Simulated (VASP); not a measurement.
# Te (P3_121) in VASP: notebook, part 3 of 3

VASP 6.6.1. The steps go on from the part before.

## Step 5: Relaxation of cell and atoms, PBE, target pressure 5 GPa, at which the enthalpy is minimised

This run uses another cell than the first one, of 33.93 Å³/atom.

INCAR

```
SYSTEM = Te
  PREC = Accurate
  ENCUT = 600
  EDIFF = 1E-6
  ISMEAR = 0
  SIGMA = 0.1
  LREAL = .False.
  LASPH = .True.
  NELM = 100
  ALGO = Normal
  ISIF = 3
  LWAVE = .False.
  LCHARG = .False.
  GGA = PE
  IBRION = 2
  NSW = 80
  EDIFFG = -0.005
  PSTRESS = 50.0
```

KPOINTS

```
regular mesh
0
Gamma
  7 7 5
  0 0 0
```

POSCAR

```
Te
1.0
    4.4540000000      0.0000000000      0.0000000000
   -2.2270000000      3.8572770000      0.0000000000
    0.0000000000      0.0000000000      5.9240000000
Te
3
Direct
    0.2690000000      0.0000000000      0.3333333333
    0.0000000000      0.2690000000      0.6666666667
    0.7310000000      0.7310000000      0.0000000000
```

Potentials or basis: VASP PAW PBE potentials, release 64 (Te).

On the command line:

```
$ cat potpaw_PBE.64/Te/POTCAR > POTCAR
$ mpirun -np 1 vasp_std > vasp.out
```

OUTCAR:

```text
SYSTEM = Te
   PREC = Accurate
   ENCUT = 600
   EDIFF = 1E-6
   ISMEAR = 0
   LREAL = .False.
   LASPH = .True.
   NELM = 100
   ISIF = 3
   GGA = PE
   IBRION = 2
   NSW = 80
   EDIFFG = -0.005
   PSTRESS = 50.0

 ion  position               nearest neighbor table
   1  0.269  0.000  0.333-   3 2.86   2 2.86   3 3.47   2 3.47   3 3.47   2 3.47
   2  0.000  0.269  0.667-   3 2.86   1 2.86   1 3.47   3 3.47   3 3.47   1 3.47
   3  0.731  0.731  0.000-   2 2.86   1 2.86   1 3.47   2 3.47   2 3.47   1 3.47

  LATTYP: Found a hexagonal cell.
 ALAT       =     4.4540000000
 C/A-ratio  =     1.3300404131

  Lattice vectors:

 A1 = (   4.4540000000,   0.0000000000,   0.0000000000)
 A2 = (  -2.2270000000,   3.8572770000,   0.0000000000)
 A3 = (   0.0000000000,   0.0000000000,   5.9240000000)

Analysis of symmetry for initial positions (statically):
=====================================================================
 Subroutine PRICEL returns:
 Original cell was already a primitive cell.

 Routine SETGRP: Setting up the symmetry group for a
 hexagonal supercell.

 Subroutine GETGRP returns: Found  6 space group operations
 (whereof  2 operations were pure point group operations)
 out of a pool of 24 trial point group operations.

The static configuration has the point symmetry C_2 .
[... 362 lines left out ...]

 number of electron      17.9999999 magnetization

 Free energy of the ion-electron system (eV)
  ---------------------------------------------------
  ext. energy  EPLUGINS =         0.00000000
  ---------------------------------------------------
  free energy    TOTEN  =        -9.25187560 eV

  energy without entropy =       -9.25185456  energy(sigma->0) =       -9.25186508

 E-fermi :   7.4666     XC(G=0):  -9.6181

 val. band max:        7.2304213037   @ k =   0.2857   0.2857   0.4000
 cond. band min:       7.6885092099   @ k =   0.0000   0.0000   0.4000
 fundamental gap:      0.4580879062
 Fermi energy:         7.4665714032

 k-point     1 :       0.0000    0.0000    0.0000
  band No.  band energies     occupation
      1      -6.8091      2.00000
      2      -3.2791      2.00000
      3      -3.2791      2.00000
      4       4.6174      2.00000
      5       4.9888      2.00000
      6       4.9888      2.00000
      7       5.6234      2.00000
      8       5.6234      2.00000
      9       6.1187      2.00000
     10       8.5248      0.00000
     11       8.5248      0.00000
     12       9.3251      0.00000
     13      12.1938      0.00000
[... 354 lines left out ...]
  band No.  band energies     occupation
      1      -5.5987      2.00000
      2      -4.8582      2.00000
      3      -2.1310      2.00000
      4       2.6355      2.00000
      5       3.7770      2.00000
      6       4.1049      2.00000
      7       4.6699      2.00000
      8       4.8321      2.00000
      9       5.2590      2.00000
     10       9.2939      0.00000
     11       9.9315      0.00000
     12      10.2290      0.00000
     13      11.7214      0.00000

 [... further k-points ...]

------------------------ aborting loop because EDIFF is reached ----------------------------------------

  FORCE on cell =-STRESS in cart. coord.  units (eV):
  Direction    XX          YY          ZZ          XY          YZ          ZX
  --------------------------------------------------------------------------------------
  -------------------------------------------------------------------------------------
  Total        2.8214383      2.8214377      2.8250739     -0.0000000     -0.0000000      0.0000000
  in kB       49.7380385     49.7380280     49.8021298     -0.0000000     -0.0000000      0.0000000
  external PRESSURE =      -0.2406012 kB  Pullay stress =      50.0000000 kB
[... 22 lines left out ...]
  energy  without entropy=       -9.2518545596  energy(sigma->0) =       -9.25186508

  enthalpy is  TOTEN    =        -6.4155772915 eV   P V=        2.8362983135

 reached required accuracy - stopping structural energy minimisation
```

OSZICAR:

```text
N       E                     dE             d eps       ncg     rms          rms(c)
DAV:   1     0.867215480004E+02    0.86722E+02   -0.72543E+03   832   0.125E+03
DAV:   2    -0.310862346566E+01   -0.89830E+02   -0.86525E+02  1103   0.162E+02
DAV:   3    -0.931245121778E+01   -0.62038E+01   -0.61470E+01  1012   0.482E+01
DAV:   4    -0.943129600871E+01   -0.11884E+00   -0.11866E+00   961   0.803E+00
[... 118 lines left out ...]
  15 F= -.64155709E+01 E0= -.64155601E+01  d E =-.367986E-05
       N       E                     dE             d eps       ncg     rms          rms(c)
DAV:   1    -0.925187570096E+01    0.10128E-02   -0.48136E-04   852   0.127E-01    0.271E-02
DAV:   2    -0.925187602484E+01   -0.32388E-06   -0.21916E-05   947   0.286E-02    0.105E-02
DAV:   3    -0.925187560494E+01    0.41990E-06   -0.66081E-07   476   0.566E-03
  16 F= -.64155773E+01 E0= -.64155668E+01  d E =-.100588E-04
```

Run time: 2.5 min. Hardware: 1 thread of AMD EPYC 9R45 (Zen 5), shared host; peak memory 0.24 GiB.

What came out:

| Property | Result |
| --- | --- |
| Free energy | -9.2519 eV |
| Relaxed volume | 30.30 Å³/atom |
| Relaxed cell | a = 4.194 Å, b = 4.194 Å, c = 5.967 Å, α = 90.00°, β = 90.00°, γ = 120.00° |
| Space group after relaxing (to 0.1 Å) | P3_121 (No. 152) |
| Energy change on relaxing (the run minimises the enthalpy) | +55.1 meV/atom |
| Ionic steps | 16 |
| Pressure after relaxing | 5.0 GPa |
| Band gap on the k mesh | 0.46 eV (least direct gap 0.51 eV) |

Forces in eV/Å, atoms in the order of the input:
```
Te   0.002  0.000  0.000
Te  -0.001  0.002  0.000
Te  -0.001 -0.002  0.000
```

The path:
```csv
step,energy change (eV),largest force (eV/Å),pressure (GPa),volume (Å³)
1,0.0000,0.1600,1.45,101.78
2,0.2936,0.7604,8.44,91.11
3,0.1247,0.5030,5.22,95.29
4,0.1272,0.3769,5.25,93.87
5,0.2054,0.1015,6.03,89.77
6,0.1091,0.0668,3.18,93.18
7,0.1639,0.0377,4.96,90.96
8,0.1630,0.0279,4.97,90.97
9,0.1620,0.0114,4.98,90.99
10,0.1619,0.0108,4.98,90.99
11,0.1642,0.0081,4.99,90.92
12,0.1699,0.0020,5.05,90.74
13,0.1686,0.0033,5.07,90.78
14,0.1664,0.0057,5.04,90.85
15,0.1642,0.0007,4.96,90.92
16,0.1652,0.0025,4.98,90.89
```

Final structure:
```yaml
crystal:
  lattice:
    - [4.19384, 0.00000, 0.00000]
    - [-2.09692, 3.63197, 0.00000]
    - [0.00000, 0.00000, 5.96676]
  atoms:
    - { symbol: Te, position: [0.29453, 0.00000, 0.33333] }
    - { symbol: Te, position: [0.00000, 0.29453, 0.66667] }
    - { symbol: Te, position: [0.70547, 0.70547, 0.00000] }
```

Caveat: the cell is relaxed towards a set pressure, so the run minimises the enthalpy, not the energy; spin-orbit coupling is left out, which moves the levels of the heavy elements. A k mesh can miss the band edges.

## Step 6: Summary

| task | cell | cutoff (eV) | gap on the mesh (eV) | pressure (GPa) | largest force (eV/Å) |
| --- | --- | --- | --- | --- | --- |
| single point | a = 4.196, b = 4.196, c = 5.965 Å, angles 90.0, 90.0, 120.0°, 3 atoms, atomic positions A | 520 | 0.46 | 5.0 | 0.01 |
| single point | a = 4.522, b = 4.522, c = 5.954 Å, angles 90.0, 90.0, 120.0°, 3 atoms, atomic positions B | 520 | 0.62 | 0.0 | 0.01 |
| relaxation of cell and atoms | relaxed from a = 4.454, b = 4.454, c = 5.924 Å, angles 90.0, 90.0, 120.0°, 3 atoms, atomic positions C | 600 | 0.61 | 0.0 | - |
| relaxation of cell and atoms | relaxed to 5 GPa from a = 4.454, b = 4.454, c = 5.924 Å, angles 90.0, 90.0, 120.0°, 3 atoms, atomic positions C | 600 | 0.46 | 5.0 | - |

Alike in all rows: level PBE; potentials or basis VASP PAW PBE potentials, release 64 (Te); no spin polarisation; k mesh 7 × 7 × 5; smearing gaussian 0.1 eV.

Caveats: spin-orbit coupling is left out, which moves the levels of the heavy elements; the cell stands under pressure (at least some runs); the cell is relaxed towards a set pressure, so the run minimises the enthalpy, not the energy (at least some runs).

Absolute energies hang on the potentials; compare differences alone.
